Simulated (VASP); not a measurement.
# MoS2 (R-3m) in VASP: notebook

Aim: see how the results for MoS2 move with the level of theory and the settings. Levels: LDA, r2SCAN. Tasks: single point.

All numbers are computed with VASP 6.6.1; they aren't measurements. Logs are shortened: lines on timing, memory, paths and dates and some standing lists are left out, and cuts for length are marked.

## (1) The cell of the first run

It takes space group R-3m (No. 166, trigonal). The conventional cell has a = 3.171 Å, b = 3.171 Å, c = 18.345 Å, α = 90.00°, β = 90.00°, γ = 120.00°. Mo (site symmetry -3m) has 6 S at 2.39 Å and 6 Mo at 3.17 Å within 3.2 Å. S (site symmetry 3m) has 3 Mo at 2.39 Å and 6 S at 3.17 Å within 3.2 Å.

## (2) Single point, LDA

INCAR reads:

```
PREC = Accurate ; ENCUT = 520
EDIFF = 1E-7 ; ISMEAR = -1
SIGMA = 0.05 ; LREAL = F
LASPH = T ; NELM = 100
ALGO = Normal ; ISIF = 2
LWAVE = F ; LCHARG = F
GGA = CA ; NBANDS = 20
```

KPOINTS reads:

```
Automatic mesh
0
Gamma
  10 10 10
```

POSCAR reads:

```
MoS2
1.0
    1.5855000000      0.9153888518      6.1149966667
   -1.5855000000      0.9153888518      6.1149966667
    0.0000000000     -1.8307777036      6.1149966667
Mo S
1 2
Direct
    0.0000000000      0.0000000000      0.0000000000
    0.2500000000      0.2500000000      0.2500000000
    0.7500000000      0.7500000000      0.7500000000
```

Potentials or basis: VASP PAW LDA potentials, release 64 (Mo_sv, S).

The run is started by

```console
$ cat potpaw_LDA.64/Mo_sv/POTCAR potpaw_LDA.64/S/POTCAR > POTCAR
$ mpirun -np 1 vasp_std > vasp.out
```

OUTCAR:

```text
PREC = Accurate
   ENCUT = 520
   EDIFF = 1E-7
   ISMEAR = -1
   LREAL = F
   LASPH = T
   NELM = 100
   ISIF = 2
   GGA = CA

 ion  position               nearest neighbor table
   1  0.000  0.000  0.000-   3 2.39   2 2.39   3 2.39   3 2.39   2 2.39   2 2.39
   2  0.250  0.250  0.250-   1 2.39   1 2.39   1 2.39
   3  0.750  0.750  0.750-   1 2.39   1 2.39   1 2.39

  LATTYP: Found a trigonal (rhomboedric) cell.
 ALAT       =     6.3831756386
 COS(alpha) =     0.8766074614

  Lattice vectors:

 A1 = (   1.5855000000,   0.9153888518,   6.1149966667)
 A2 = (  -1.5855000000,   0.9153888518,   6.1149966667)
 A3 = (   0.0000000000,  -1.8307777036,   6.1149966667)

Analysis of symmetry for initial positions (statically):
=====================================================================
 Subroutine PRICEL returns:
 Original cell was already a primitive cell.

 Routine SETGRP: Setting up the symmetry group for a
 trigonal (rhombohedral) supercell.

 Subroutine GETGRP returns: Found 12 space group operations
 (whereof 12 operations were pure point group operations)
 out of a pool of 12 trial point group operations.

The static configuration has the point symmetry D_3d.

Analysis of symmetry for dynamics (positions and initial velocities):
=====================================================================
 Subroutine PRICEL returns:
 Original cell was already a primitive cell.

 Routine SETGRP: Setting up the symmetry group for a
 trigonal (rhombohedral) supercell.

 Subroutine GETGRP returns: Found 12 space group operations
 (whereof 12 operations were pure point group operations)
 out of a pool of 12 trial point group operations.

The dynamic configuration has the point symmetry D_3d.

 Subroutine INISYM returns: Found 12 space group operations
 (whereof 12 operations are pure point group operations),
 and found     1 'primitive' translations

----------------------------------------------------------------------------------------

                                     Primitive cell

  volume of cell :      53.2500

  direct lattice vectors                    reciprocal lattice vectors
     1.585500000  0.915388852  6.114996667     0.315357931  0.182071986  0.054510796
    -1.585500000  0.915388852  6.114996667    -0.315357931  0.182071986  0.054510796
     0.000000000 -1.830777704  6.114996667     0.000000000 -0.364143973  0.054510796

  length of vectors
     6.383175639  6.383175639  6.383175639     0.368201385  0.368201385  0.368201385

  position of ions in fractional coordinates (direct lattice)
     0.000000000  0.000000000  0.000000000
     0.250000000  0.250000000  0.250000000
     0.750000000  0.750000000  0.750000000

  ion indices of the primitive-cell ions
   primitive index   ion index
                 1           1
                 2           2
                 3           3

----------------------------------------------------------------------------------------

 KPOINTS: Automatic mesh

Automatic generation of k-mesh.
 Grid dimensions read from file:
 generate k-points for:   10   10   10

 Generating k-lattice:

  Cartesian coordinates                     Fractional coordinates (reciprocal lattice)
     0.031535793  0.018207199  0.005451080     0.100000000  0.000000000  0.000000000
    -0.031535793  0.018207199  0.005451080     0.000000000  0.100000000  0.000000000
     0.000000000 -0.036414397  0.005451080     0.000000000  0.000000000  0.100000000

  Length of vectors
     0.036820138  0.036820138  0.036820138

  Shift w.r.t. Gamma in fractional coordinates (k-lattice)
     0.000000000  0.000000000  0.000000000

 Subroutine IBZKPT returns following result:
 ===========================================

 Found    116 irreducible k-points:

 Following reciprocal coordinates:
            Coordinates               Weight
  0.000000  0.000000  0.000000      1.000000
  0.100000  0.000000 -0.000000      6.000000
  0.200000  0.000000 -0.000000      6.000000
  0.300000  0.000000  0.000000      6.000000
  0.400000  0.000000  0.000000      6.000000
  0.500000 -0.000000  0.000000      3.000000
[... 16 lines left out ...]
  0.300000  0.300000  0.000000      6.000000
  0.400000  0.300000  0.000000     12.000000
 [... further k-points ...]
   k-points           NKPTS =    116   k-points in BZ     NKDIM =    116   number of bands    NBANDS=     20
   number of dos      NEDOS =    301   number of ions     NIONS =      3
   total plane-waves  NPLWV = 110592
   dimension x,y,z NGX =    48 NGY =   48 NGZ =   48
   dimension x,y,z NGXF=    96 NGYF=   96 NGZF=   96
   ions per type =               1   2
   NGX,Y,Z   is equivalent  to a cutoff of  12.50, 12.50, 12.50 a.u.
   NGXF,Y,Z  is equivalent  to a cutoff of  25.00, 25.00, 25.00 a.u.
 SYSTEM =  unknown system
   PREC   = accura    normal or accurate (medium, high low for compatibility)
   ISTART =      0    job   : 0-new  1-cont  2-samecut
   ICHARG =      2    charge: 1-file 2-atom 10-const
   ISPIN  =      1    spin polarized calculation?
   LNONCOLLINEAR =      F non collinear calculations
   LSORBIT =      F    spin-orbit coupling
   LASPH  =      T    aspherical Exc in radial PAW
   ENCUT  =  520.0 eV  38.22 Ry    6.18 a.u.  11.87 11.87 11.87*2*pi/ulx,y,z
   NELM   =    100;   NELMIN=  2; NELMDL= -5     # of ELM steps
   EDIFF  = 0.1E-06   stopping-criterion for ELM
   LREAL  =      F    real-space projection
   EDIFFG = 0.1E-05   stopping-criterion for IOM
   NSW    =      0    number of steps for IOM
   IBRION =     -1    ionic relax: 0-MD 1-quasi-New 2-CG
   NFREE  =      0    steps in history (QN), initial steepest desc. (CG)
   ISIF   =      2    stress and relaxation
   ISYM   =      2    0-nonsym 1-usesym 2-fastsym
   POTIM  = 0.5000    time-step for ionic-motion
   TEBEG  =    0.0;   TEEND  =   0.0 temperature during run
   PSTRESS=    0.0 pullay stress
   NELECT =      26.0000    total number of electrons
   NUPDOWN=      -1.0000    fix difference up-down
   EMIN   =  10.00;   EMAX   =-10.00  energy-range for DOS
   EFERMI =   0.00;   METHOD = LEGACY
   ISMEAR =    -1;   SIGMA  =   0.05  broadening in eV -4-tet -1-fermi 0-gaus
   EFERMI_NEDOS =   21; number of points for ismear=-14 and -15
   IALGO  =     38    algorithm
   IMIX   =      4    mixing-type and parameters
     AMIX     =   0.40;   BMIX     =  1.00
     AMIX_MAG =   1.60;   BMIX_MAG =  1.00
  volume/ion in A,a.u.               =      17.75       119.78
  Fermi-wavevector in a.u.,A,eV,Ry     =   1.289118  2.436081 22.610522  1.661826
  Thomas-Fermi vector in A             =   2.421031
   LORBIT       =      0    0 simple, 1 ext, 2 COOP (PROOUT), +10 PAW based schemes
   GGA     = CA    functional components
   LHFCALC =     F    Hartree Fock is set to
   AEXX    =    0.0000 exact exchange contribution
   IVDW    =     0    specifies the selected vdW correction
   LEPSILON=     F    determine dielectric tensor
   LRPA    =     F    only Hartree local field effects (RPA)
 non-spin polarized calculation
  energy-cutoff  :      520.00
  volume of cell :       53.25
 maximum number of plane-waves:      1452
   NGX = 23   NGY = 23   NGZ = 23

 number of electron      25.9999998 magnetization

 Free energy of the ion-electron system (eV)
  ---------------------------------------------------
  ext. energy  EPLUGINS =         0.00000000
  ---------------------------------------------------
  free energy    TOTEN  =       -23.63296756 eV

  energy without entropy =      -23.62699045  energy(sigma->0) =      -23.62997901

 E-fermi :   7.6504     XC(G=0): -11.1268

 val. band max:        7.6430586690   @ k =   0.1000   0.1000  -0.0000
 cond. band min:       7.6752584316   @ k =   0.5000   0.3000   0.1000
 fundamental gap:      0.0321997626
 Fermi energy:         7.6504044350

 k-point     1 :       0.0000    0.0000    0.0000
  band No.  band energies     occupation
      1     -53.7958      2.00000
      2     -28.0740      2.00000
      3     -27.9767      2.00000
      4     -27.9767      2.00000
      5      -7.4872      2.00000
      6      -5.8243      2.00000
[... 12 lines left out ...]
     19      14.1950      0.00000
     20      17.1719      0.00000

 k-point     2 :       0.1000    0.0000   -0.0000
  band No.  band energies     occupation
      1     -53.7918      2.00000
      2     -28.0661      2.00000
      3     -28.0162      2.00000
      4     -27.9856      2.00000
      5      -7.3213      2.00000
      6      -5.7983      2.00000
[... 12 lines left out ...]
     19      14.7595      0.00000
     20      16.6558      0.00000

 k-point     3 :       0.2000    0.0000   -0.0000
  band No.  band energies     occupation
      1     -53.7814      2.00000
      2     -28.1188      2.00000
      3     -28.0453      2.00000
      4     -28.0090      2.00000
      5      -6.8625      2.00000
      6      -5.7184      2.00000
[... 12 lines left out ...]
     19      15.5133      0.00000
     20      16.7464      0.00000

 k-point     4 :       0.3000    0.0000    0.0000
  band No.  band energies     occupation
      1     -53.7685      2.00000
      2     -28.2433      2.00000
      3     -28.0378      2.00000
      4     -28.0196      2.00000
      5      -6.2665      2.00000
      6      -5.5446      2.00000
[... 12 lines left out ...]
     19      15.2136      0.00000
     20      16.7002      0.00000

 k-point     5 :       0.4000    0.0000    0.0000
  band No.  band energies     occupation
      1     -53.7581      2.00000
      2     -28.3422      2.00000
      3     -28.0610      2.00000
      4     -27.9988      2.00000
      5      -5.9051      2.00000
      6      -5.1362      2.00000
[... 12 lines left out ...]
     19      14.8553      0.00000
     20      15.1812      0.00000
[... 353 lines left out ...]
      6      -5.2402      2.00000
[... 12 lines left out ...]
     19      15.3602      0.00000
     20      16.2517      0.00000

 k-point    22 :      -0.2000    0.2000    0.0000
  band No.  band energies     occupation
      1     -53.7626      2.00000
      2     -28.2633      2.00000
      3     -28.0894      2.00000
      4     -28.0076      2.00000
      5      -5.8894      2.00000
      6      -5.5344      2.00000
[... 12 lines left out ...]
     19      15.8884      0.00000
     20      16.1956      0.00000

 k-point    23 :       0.3000    0.3000    0.0000
  band No.  band energies     occupation
      1     -53.7685      2.00000
      2     -28.2433      2.00000
      3     -28.0378      2.00000
      4     -28.0196      2.00000
      5      -6.1458      2.00000
      6      -5.6949      2.00000
[... 12 lines left out ...]
     19      14.6760      0.00000
     20      15.6483      0.00000

 k-point    24 :       0.4000    0.3000    0.0000
  band No.  band energies     occupation
      1     -53.7613      2.00000
      2     -28.2949      2.00000
      3     -28.0715      2.00000
      4     -28.0052      2.00000
      5      -5.7739      2.00000
      6      -5.5624      2.00000
[... 12 lines left out ...]
     19      14.7272      0.00000
     20      15.8553      0.00000

 [... further k-points ...]

------------------------ aborting loop because EDIFF is reached ----------------------------------------

  FORCE on cell =-STRESS in cart. coord.  units (eV):
  Direction    XX          YY          ZZ          XY          YZ          ZX
  --------------------------------------------------------------------------------------
  -------------------------------------------------------------------------------------
  Total       -0.4567276     -0.4567276      1.1127978      0.0000000      0.0000000      0.0000000
  in kB      -13.7419553    -13.7419553     33.4816985      0.0000000      0.0000000      0.0000000
  external PRESSURE =       1.9992626 kB  Pullay stress =       0.0000000 kB

 VOLUME and BASIS-vectors are now :
 -----------------------------------------------------------------------------
  energy-cutoff  :      520.00
  volume of cell :       53.25
      direct lattice vectors                 reciprocal lattice vectors
     1.585500000  0.915388852  6.114996667     0.315357931  0.182071986  0.054510796
    -1.585500000  0.915388852  6.114996667    -0.315357931  0.182071986  0.054510796
     0.000000000 -1.830777704  6.114996667     0.000000000 -0.364143973  0.054510796

 POSITION                                       TOTAL-FORCE (eV/Angst)
 -----------------------------------------------------------------------------------
      0.00000      0.00000      0.00000         0.000000      0.000000      0.000000
      0.00000      0.00000      4.58625         0.000000      0.000000     -0.596957
      0.00000      0.00000     13.75874         0.000000      0.000000      0.596957
 -----------------------------------------------------------------------------------
    total drift:                               -0.000000     -0.000000      0.000000

  FREE ENERGIE OF THE ION-ELECTRON SYSTEM (eV)
  ---------------------------------------------------
  free  energy   TOTEN  =       -23.6329675608 eV

  energy  without entropy=      -23.6269904549  energy(sigma->0) =      -23.62997901
```

It took 9.4 min on 1 thread of Intel Xeon 8259CL, shared host; peak memory 0.33 GiB.

Results:

```yaml
Free_energy: -23.6330 eV
Pressure: 0.2 GPa
Largest_force: 0.597 eV/Å
Band_gap_on_the_k_mesh: zero (bands 13 and 14 overlap by 0.60 eV)
```

Forces on the atoms (eV/Å):
```
Mo   0.000  0.000  0.000
S    0.000  0.000 -0.597
S    0.000  0.000  0.597
```

Stress tensor (GPa, compression positive):
```
-1.37  0.00  0.00
 0.00 -1.37  0.00
 0.00  0.00  3.35
```

## (3) Single point, r2SCAN

This run uses another cell than the first one, of 16.68 Å³/atom.

POSCAR reads:

```
MoS2
1.0
    1.5531337754      0.8967022033      5.9901657895
   -1.5531337754      0.8967022033      5.9901657895
    0.0000000000     -1.7934044066      5.9901657895
Mo S
1 2
Direct
    0.0000000000      0.0000000000      0.0000000000
    0.2500000000      0.2500000000      0.2500000000
    0.7500000000      0.7500000000      0.7500000000
```

INCAR.step1 reads:

```
SYSTEM = MoS2
PREC = Accurate ; ENCUT = 520
ISMEAR = -1 ; SIGMA = 0.05
LREAL = .False. ; LASPH = .True.
NELM = 80 ; NBANDS = 20
GGA = PE ; ALGO = Normal
EDIFF = 1E-4 ; LWAVE = .True.
LCHARG = .False.
```

INCAR.step2 reads:

```
SYSTEM = MoS2
PREC = Accurate ; ENCUT = 520
EDIFF = 1E-6 ; ISMEAR = -1
SIGMA = 0.05 ; LREAL = .False.
LASPH = .True. ; NELM = 80
ALGO = Normal ; ISIF = 2
LWAVE = .False. ; LCHARG = .True.
METAGGA = R2SCAN ; LMIXTAU = .True.
LELF = .True. ; LVHAR = .True.
NBANDS = 20 ; ISTART = 1
```

KPOINTS reads:

```
Automatic mesh
0
Gamma
  10 10 10
  0 0 0
```

Potentials or basis: VASP PAW PBE potentials, release 64 (Mo_sv, S).

The run is started by

```console
$ cat potpaw_PBE.64/Mo_sv/POTCAR potpaw_PBE.64/S/POTCAR > POTCAR
$ cp INCAR.step1 INCAR
$ mpirun -np 1 vasp_std > vasp.out
$ cp INCAR.step2 INCAR
$ mpirun -np 1 vasp_std > vasp.out
```

Run time: 33 min. Hardware: 1 thread of Intel Xeon 8259CL, shared host; peak memory 0.42 GiB.

It converged, with:

* Free energy: -43.8660 eV
* Pressure: 19.0 GPa
* Largest force: 2.030 eV/Å
* Band gap on the k mesh: zero (bands 13 and 14 overlap by 0.73 eV)

Forces in eV/Å, atoms in the order of the input:
```
Mo   0.000  0.000  0.000
S    0.000  0.000 -2.030
S    0.000  0.000  2.030
```

Stress tensor (GPa, compression positive):
```
17.84  0.00  0.00
 0.00 17.84  0.00
 0.00  0.00 21.28
```

Levels at points of the mesh, in eV from the Fermi level:
```csv
k point,band 10,band 11,band 12,band 13,band 14,band 15,band 16,band 17
"(0.00, 0.00, 0.00)",-2.09,-1.48,-1.27,-1.27,-0.35,-0.35,3.77,3.77
"(0.50, 0.00, 0.00)",-4.99,-3.21,-2.22,-1.85,1.18,2.23,3.75,4.69
"(0.50, 0.50, 0.00)",-4.91,-3.27,-2.57,-2.10,1.18,1.97,4.30,5.10
"(0.50, 0.50, 0.50)",-4.43,-1.26,-1.26,-0.46,-0.46,-0.05,3.90,3.90
```

Caveat: the cell stands under pressure; the PAW data sets were made with another functional, which shifts forces and pressure a little.

(Continued in part 2 of 2.)

The gap in the log of VASP goes by the Fermi energy; the results here count the filled bands.